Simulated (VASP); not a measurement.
The system is PCS4.

```
CELL_PARAMETERS angstrom
-2.69758 2.69758 3.13965
2.69758 -2.69758 3.13965
2.69758 2.69758 -3.13965
ATOMIC_POSITIONS crystal
P 0.00000 0.00000 0.00000
C 0.50000 0.50000 0.00000
S 0.50000 0.50000 0.50000
S 0.00000 0.00000 0.50000
S 0.50000 0.00000 0.00000
S 0.00000 0.50000 0.00000
```

The cell was generated, and may not be a known phase.

* Program: VASP 6.6.1
* Task: relaxation of cell and atoms
* Functional: PBE
* Dispersion: D3(BJ)
* Potentials or basis: VASP PAW PBE potentials, release 64 (P, C, S)
* Cutoff: 600 eV
* k mesh: 10 × 10 × 10
* Occupations: gaussian, width 0.1 eV
* Spin: no spin polarisation

At the start: pressure -0.2 GPa; volume 15.23 Å³/atom.

Task: Where does the relaxation end?

Result: Over 5 steps the energy falls by 2.9 meV/atom and the volume is 15.34 Å³/atom (+0.7 %); space group I4/mmm (No. 139, to 0.1 Å) before and after.

Step by step:
```
step  energy change (eV)  largest force (eV/Å)  pressure (GPa)  volume (Å³)
   1              0.0000                0.0000           -0.20        91.39
   2             -0.0098                0.0000            0.20        91.13
   3             -0.0141                0.0000            0.72        90.79
   4             -0.0171                0.0000            0.12        91.82
   5             -0.0172                0.0000           -0.01        92.01
```

Final structure:
```yaml
crystal:
  lattice:
    - [-2.67221, 2.67221, 3.22146]
    - [2.67221, -2.67221, 3.22146]
    - [2.67221, 2.67221, -3.22146]
  atoms:
    - { symbol: P, position: [0.00000, 0.00000, 0.00000] }
    - { symbol: C, position: [0.50000, 0.50000, 0.00000] }
    - { symbol: S, position: [0.50000, 0.50000, 0.50000] }
    - { symbol: S, position: [0.00000, 0.00000, 0.50000] }
    - { symbol: S, position: [0.50000, 0.00000, 0.00000] }
    - { symbol: S, position: [0.00000, 0.50000, 0.00000] }
```

Caveat: an odd number of electrons without spin polarisation forces a metal; a magnetic or distorted state may lie lower.
